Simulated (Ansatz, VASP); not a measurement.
# AlH2: VASP beside Ansatz

```
CELL_PARAMETERS angstrom
2.71993 0.00000 0.00000
-1.35996 2.35552 0.00000
0.00000 0.00000 5.42026
ATOMIC_POSITIONS crystal
Al 0.00000 0.00000 0.50000
H 0.33333 0.66667 0.48453
H 0.66667 0.33333 0.51547
```

Alike in both runs: task single point; functional PBE; k mesh 6 × 6 × 4; occupations gaussian, width 0.1 eV; no spin polarisation.

|  | VASP | Ansatz |
| --- | --- | --- |
| version | VASP 6.6.1 | Ansatz 0.2.0 |
| potentials or method | VASP PAW PBE potentials, release 64 (Al, H), cutoff 520 eV | scalar-relativistic, plane waves, PAW |
| valence electrons in the cell | 5 | 5 |

Ansatz gave:

| Quantity | Value |
| --- | --- |
| gap on the k mesh at the Fermi level (eV) | none |
| pressure (GPa) | 28.0 |
| traceless stress, the component that is largest in VASP (GPa) | -28.04 |
| rms of the force components (eV/Å) | 0.267 |

Estimate VASP's values.

gap on the k mesh at the Fermi level (eV): none; pressure (GPa): 27.8; traceless stress, the component that is largest in VASP (GPa): -27.96; rms of the force components (eV/Å): 0.267.

Atom by atom the forces differ by 0.001 eV/Å (rms over components). A gap of «none» marks a metal or a gap that the smearing closes.

The k mesh is coarse, so the values compare programs but aren't converged.
